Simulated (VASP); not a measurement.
Se:

```xyz
1
Lattice="2.8106 0.0000 0.0000 0.0000 2.8106 0.0000 0.0000 0.0000 2.8106" Properties=species:S:1:pos:R:3 pbc="T T T"
Se    0.0000    0.0000    0.0000
```

Base run:

* Program: VASP 6.6.1
* Functional: PBEsol
* Dispersion: D3(BJ)
* Potentials or basis: VASP PAW PBE potentials, release 64 (Se)
* Cutoff: 520 eV
* k mesh: 9 × 9 × 9
* Occupations: fermi-dirac, width 0.05 eV
* Spin: no spin polarisation

Its results: band gap on the k mesh zero (band 3 reaches 7.63 eV, above the bottom of band 4 at 1.52 eV); pressure -4.0 GPa.

Problem. The run is repeated on the same cell with these changes: functional from PBEsol to BLYP; occupations from fermi-dirac, width 0.05 eV to tetrahedron. What comes out?

Solution. Band gap on the k mesh zero (band 3 reaches 8.08 eV, above the bottom of band 4 at 2.06 eV); pressure 0.7 GPa.

Caveats: the PAW data sets were made with another functional, which shifts forces and pressure a little; pairwise dispersion overbinds metals, which lowers pressure and volume; three body term missing (some runs); tetrahedron occupations give inexact forces and stress in metals (some runs).
